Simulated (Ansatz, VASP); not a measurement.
Two plane-wave programs on Ca

```
CELL_PARAMETERS angstrom
0.00000 2.76299 2.76299
2.76299 0.00000 2.76299
2.76299 2.76299 0.00000
ATOMIC_POSITIONS crystal
Ca 0.00000 0.00000 0.00000
```

Alike in both runs: functional PBE; k mesh 17 × 17 × 17; no spin polarisation.

Ansatz relaxed the structure, and its values are those at the end. VASP's run is a single point on that final structure, the one shown.

```csv
,VASP,Ansatz
version,VASP 6.6.1,Ansatz 0.2.0
potentials or method,"VASP PAW PBE potentials, release 64 (Ca_sv)","plane-wave PAW, scalar-relativistic"
plane-wave cutoff (eV),520,420
occupations,"methfessel-paxton of order 1, width 0.1 eV","cold, width 0.1 eV"
valence electrons in the cell,10,10
```

```csv
,VASP,Ansatz,Ansatz less VASP
pressure (GPa),0.0,0.0,+0.01
```
